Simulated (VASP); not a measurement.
**Ca: single point with r2SCAN**

The system is Ca.

```
Ca
1.0
     0.00000    2.78350    2.78350
     2.78350    0.00000    2.78350
     2.78350    2.78350    0.00000
Ca
1
Direct
  0.00000 0.00000 0.00000
```

| Property | Result |
| --- | --- |
| Program | VASP 6.6.1 |
| Task | single point |
| Functional | r2SCAN |
| Potentials or basis | VASP PAW PBE potentials, release 64 (Ca_sv) |
| Cutoff | 520 eV |
| k mesh | 10 × 10 × 10 |
| Occupations | methfessel-paxton, width 0.03 eV |
| Spin | no spin polarisation |

| Quantity | Value |
| --- | --- |
| Pressure | 0.0 GPa |
| Band gap on the k mesh | zero (bands 5 and 6 overlap by 0.48 eV) |

Levels at points of the mesh, in eV from the Fermi level:
```csv
k point,band 1,band 2,band 3,band 4,band 5,band 6,band 7,band 8,band 9,band 10
"(0.00, 0.00, 0.00)",-43.85,-23.89,-23.89,-23.89,-4.27,2.66,2.66,2.66,3.75,3.75
"(0.50, 0.00, 0.00)",-43.84,-24.02,-23.90,-23.90,-0.96,-0.32,2.51,2.51,4.46,4.46
"(0.50, 0.50, 0.00)",-43.84,-24.01,-23.93,-23.93,-0.40,0.75,0.88,4.44,4.65,4.65
```

Wall time 45 s on 1 thread of Intel(R) Xeon(R) 6975P-C (Granite Rapids) (shared host), peak memory 0.18 GiB.

Caveat: the PAW data sets were made with another functional, which shifts forces and pressure a little.
